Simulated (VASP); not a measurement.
AgCl, 2 atoms in the cell. It takes space group Fm-3m (No. 225, cubic). The conventional cell has a = 5.545 Å, b = 5.545 Å, c = 5.545 Å, α = 90.00°, β = 90.00°, γ = 90.00°. Within 3.7 Å of Ag (site symmetry m-3m) lie 6 Cl at 2.77 Å. Within 3.7 Å of Cl (site symmetry m-3m) lie 6 Ag at 2.77 Å. 

- Program: VASP 6.6.1
- Task: relaxation of cell and atoms
- Functional: PBEsol
- Potentials or basis: VASP PAW PBE potentials, release 64 (Ag, Cl)
- Cutoff: 500 eV
- k mesh: 6 × 6 × 6
- Occupations: fermi-dirac, width 0.03 eV
- Spin: no spin polarisation
- Dipole correction: no
- Further INCAR settings: ALGO = Normal; EDIFF = 1e-07; IBRION = 2; EDIFFG = -0.01; NSW = 100; ISIF = 3

Potentials or basis: VASP PAW PBE potentials, release 64 (Ag, Cl).

Run with:

```console
$ cat potpaw_PBE.64/Ag/POTCAR potpaw_PBE.64/Cl/POTCAR > POTCAR
$ mpirun -np 1 vasp_std > vasp.out
```

Hardware: 1 thread of Intel(R) Xeon(R) Platinum 8375C CPU @ 2.90GHz (Ice Lake), on a shared host.

Problem. Estimate the wall time of this run.

Solution. Wall time 19 s on 1 thread of Intel(R) Xeon(R) Platinum 8375C CPU @ 2.90GHz (Ice Lake) (shared host), peak memory 0.17 GiB. Counts: scf iterations 27, k points 16, ion steps 3.
